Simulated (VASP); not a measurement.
# Rb: relaxation of cell and atoms with BLYP

Rb:

```xyz
2
Lattice="4.9757 0.0000 0.0000 -2.4878 4.3091 0.0000 0.0000 0.0000 8.1253" Properties=species:S:1:pos:R:3 pbc="T T T"
Rb    0.0000    2.8727    2.0313
Rb    2.4878    1.4364    6.0939
```

| Property | Result |
| --- | --- |
| Program | VASP 6.6.1 |
| Task | relaxation of cell and atoms |
| Functional | BLYP |
| Potentials or basis | VASP PAW PBE potentials, release 64 (Rb_sv) |
| Cutoff | 600 eV |
| k mesh | 7 × 7 × 4 |
| Occupations | fermi-dirac, width 0.1 eV |
| Spin | no spin polarisation |
| Dipole correction | no |
| Further INCAR settings | ALGO = Normal; EDIFF = 1e-06; IBRION = 2; EDIFFG = -0.01; NSW = 80; ISIF = 3 |

```
Relaxed volume                         : 96.19 Å³/atom
Relaxed cell                           : a = 5.134 Å, b = 5.134 Å, c = 8.429 Å, α = 90.00°, β = 90.00°, γ = 120.00°
Space group after relaxing (to 0.05 Å) : P6_3/mmc (No. 194)
Energy gained by relaxing              : 7.1 meV/atom
Ionic steps                            : 5
Pressure after relaxing                : 0.0 GPa
Band gap on the k mesh                 : zero (band 9 reaches 0.94 eV, above the bottom of band 10 at -0.94 eV)
```

The path:
| step | energy change (eV) | largest force (eV/Å) | pressure (GPa) | volume (Å³) |
| --- | --- | --- | --- | --- |
| 1 | 0.0000 | 0.0000 | 0.27 | 174.21 |
| 2 | -0.0055 | 0.0000 | 0.20 | 177.92 |
| 3 | -0.0119 | 0.0000 | 0.09 | 184.66 |
| 4 | -0.0128 | 0.0000 | -0.07 | 198.64 |
| 5 | -0.0142 | 0.0000 | 0.00 | 192.38 |

Final structure:
```
Rb
1.0
     5.13367    0.00000    0.00000
    -2.56684    4.44589    0.00000
     0.00000    0.00000    8.42874
Rb
2
Direct
  0.33333 0.66667 0.25000
  0.66667 0.33333 0.75000
```

Levels at points of the mesh, in eV from the Fermi level:
```csv
k point,band 6,band 7,band 8,band 9,band 10,band 11,band 12,band 13
"(0.00, 0.00, 0.00)",-13.14,-13.14,-13.14,-1.90,0.05,0.74,3.27,3.27
"(0.00, 0.00, 0.50)",-13.14,-13.14,-13.14,-1.26,-1.26,2.22,2.22,3.29
```

Wall time 5.6 min on 1 thread of AMD EPYC 9R45 96-Core Processor (Zen 5) (shared host), peak memory 0.33 GiB.

Caveat: the PAW data sets were made with another functional, which shifts forces and pressure a little.
